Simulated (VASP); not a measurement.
CdO (Monteponite): single point with BLYP

CdO (Monteponite):

```
Cd O
1.0
     3.32269    0.00000    0.00000
     1.66135    2.87754    0.00000
     1.66135    0.95918    2.71297
Cd O
1 1
Direct
  0.00000 0.00000 0.00000
  0.50000 0.50000 0.50000
```

```
Program             : VASP 6.6.1
Task                : single point
Functional          : BLYP
Potentials or basis : VASP PAW PBE potentials, release 64 (Cd, O)
Cutoff              : 600 eV
k mesh              : 6 × 6 × 6
Occupations         : fermi-dirac, width 0.1 eV
Spin                : no spin polarisation
```

The pressure is 13.4 GPa. The band gap on the k mesh is zero (band 9 reaches 2.41 eV, above the bottom of band 10 at 2.14 eV).

Levels at points of the mesh, in eV from the Fermi level:
| k point | band 5 | band 6 | band 7 | band 8 | band 9 | band 10 | band 11 | band 12 | band 13 | band 14 |
| --- | --- | --- | --- | --- | --- | --- | --- | --- | --- | --- |
| (0.00, 0.00, 0.00) | -6.75 | -6.75 | -1.62 | -1.62 | -1.62 | -0.57 | 15.29 | 17.01 | 17.01 | 17.01 |
| (0.50, 0.00, 0.00) | -6.51 | -6.51 | -4.10 | -0.30 | -0.30 | 4.43 | 7.00 | 11.72 | 11.72 | 17.85 |
| (0.50, 0.50, 0.00) | -6.37 | -6.04 | -4.52 | -2.57 | -2.57 | 3.54 | 8.44 | 11.37 | 13.10 | 13.10 |

Wall time 33 s on 1 thread of AMD EPYC 7R13, on a shared host, peak memory 0.13 GiB.

Caveat: the k points lie up to 0.39 Å⁻¹ apart; the PAW data sets were made with another functional, which shifts forces and pressure a little.
